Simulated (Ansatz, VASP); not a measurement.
## TaN in VASP and in Ansatz

Contents of POSCAR:

```
TaN
1.0
    0.0000000000      2.2113230000      2.2113230000
    2.2113230000      0.0000000000      2.2113230000
    2.2113230000      2.2113230000      0.0000000000
Ta N
1 1
Direct
    0.5000000000      0.5000000000      0.5000000000
    0.0000000000      0.0000000000      0.0000000000
```

File INCAR.step1:

```
SYSTEM = TaN
PREC = Accurate
ENCUT = 520
ISMEAR = -1
SIGMA = 0.05
LREAL = .False.
LASPH = .True.
NELM = 150
MAGMOM = 0 0 0 0 0 0
LSORBIT = .True.
GGA_COMPAT = .False.
LMAXMIX = 4
NBANDS = 28
GGA = PE
ALGO = Normal
EDIFF = 1E-4
LWAVE = .True.
LCHARG = .False.
```

Contents of INCAR.step2:

```
SYSTEM = TaN
PREC = Accurate
ENCUT = 520
EDIFF = 1E-6
ISMEAR = -1
SIGMA = 0.05
LREAL = .False.
LASPH = .True.
NELM = 150
ALGO = Normal
ISIF = 2
LWAVE = .False.
LCHARG = .True.
MAGMOM = 0 0 0 0 0 0
LORBIT = 11
LSORBIT = .True.
GGA_COMPAT = .False.
LORBMOM = .True.
LMAXMIX = 4
METAGGA = R2SCAN
LMIXTAU = .True.
LVHAR = .True.
NBANDS = 28
ISTART = 1
```

KPOINTS

```
regular mesh
0
Gamma
  7 7 7
  0 0 0
```

The input input.yaml:

```yaml
crystal:
  lattice:
    - [0.0, 2.211323, 2.211323]
    - [2.211323, 0.0, 2.211323]
    - [2.211323, 2.211323, 0.0]
  atoms:
    - { symbol: Ta, position: [0.5, 0.5, 0.5] }
    - { symbol: "N", position: [0.0, 0.0, 0.0] }
hamiltonian:
  xc: r2scan
  pseudopotentials: { kind: paw_fr }
magnetization:
  noncollinear: true
  spin_orbit: true
kpoints:
  mp_grid: { grid: [7, 7, 7] }
  band_path:
    path:
      - [[0.0, 0.0, 0.0], [0.5, 0.0, 0.5], [0.5, 0.25, 0.75], [0.375, 0.375, 0.75], [0.0, 0.0, 0.0], [0.5, 0.5, 0.5], [0.625, 0.25, 0.625], [0.5, 0.25, 0.75], [0.5, 0.5, 0.5], [0.375, 0.375, 0.75]]
      - [[0.625, 0.25, 0.625], [0.5, 0.0, 0.5]]
    npoints: 14
scf:
  occupations: { method: fermi_dirac, width: 0.05 }
  n_extra_bands: 6
output:
  forces: true
  stress: true
  eigenvalues: true
  fatbands: true
```

Alike in both runs: functional r2SCAN; k mesh 7 × 7 × 7; occupations fermi-dirac, width 0.05 eV; non-collinear spin, spin-orbit coupling.

```csv
,VASP,Ansatz
version,VASP 6.6.1,Ansatz 0.2.0
potentials or method,"VASP PAW PBE potentials, release 64 (Ta_pv, N)",Ansatz PAW
plane-wave cutoff (eV),520,500
valence electrons in the cell,16,18
task,single point,band structure
```

VASP gave:

| Item | Value |
| --- | --- |
| pressure (GPa) | -3.8 |
| net moment per atom (μB) | 0.00 |

Question: Estimate Ansatz's values.

Answer: Pressure (GPa): -6.3; net moment per atom (μB): 0.00.

VASP's potentials were made for PBE, not for r2SCAN. VASP's potentials hold 16 valence electrons a cell and Ansatz's 18, so a difference there can come from the potentials and not from the codes.
